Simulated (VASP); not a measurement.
Wanted: the native input for a VASP 6.6.1 run.

```
Task                   : single point
Functional             : PBE
Potentials or basis    : VASP PAW PBE potentials, release 64 (Ca_sv, Se)
Cutoff                 : 520 eV
k mesh                 : 12 × 12 × 12
Occupations            : fermi-dirac, width 0.08 eV
Spin                   : no spin polarisation
Dipole correction      : no
Further INCAR settings : ALGO = Normal; EDIFF = 1e-06; NBANDS = 15
```

The structure of CaSe (rocksalt type) lies in POSCAR:

```
CaSe
1.0
    0.0000000000      2.9789654395      2.9789654395
    2.9789654395      0.0000000000      2.9789654395
    2.9789654395      2.9789654395      0.0000000000
Ca Se
1 1
Direct
    0.0000000000      0.0000000000      0.0000000000
    0.5000000000      0.5000000000      0.5000000000
```

One way to write it, as run:

INCAR

```
PREC = Accurate
ENCUT = 520
EDIFF = 1E-6
ISMEAR = -1
SIGMA = 0.08
LREAL = False
LASPH = True
NELM = 80
ALGO = Normal
ISIF = 2
LWAVE = False
LCHARG = False
GGA = PE
NBANDS = 15
```

KPOINTS

```
Automatic mesh
0
Gamma
  12 12 12
```

Potentials or basis: VASP PAW PBE potentials, release 64 (Ca_sv, Se).

Run with:

```sh
$ cat potpaw_PBE.64/Ca_sv/POTCAR potpaw_PBE.64/Se/POTCAR > POTCAR
$ mpirun -np 1 vasp_std > vasp.out
```

Results of the run:

* Pressure: 0.2 GPa
* Band gap on the k mesh: 2.07 eV (least direct gap 2.99 eV)

Wall time 16 s on 1 thread of Intel(R) Xeon(R) 6975P-C (Granite Rapids), with other jobs on the host, peak memory 0.21 GiB.
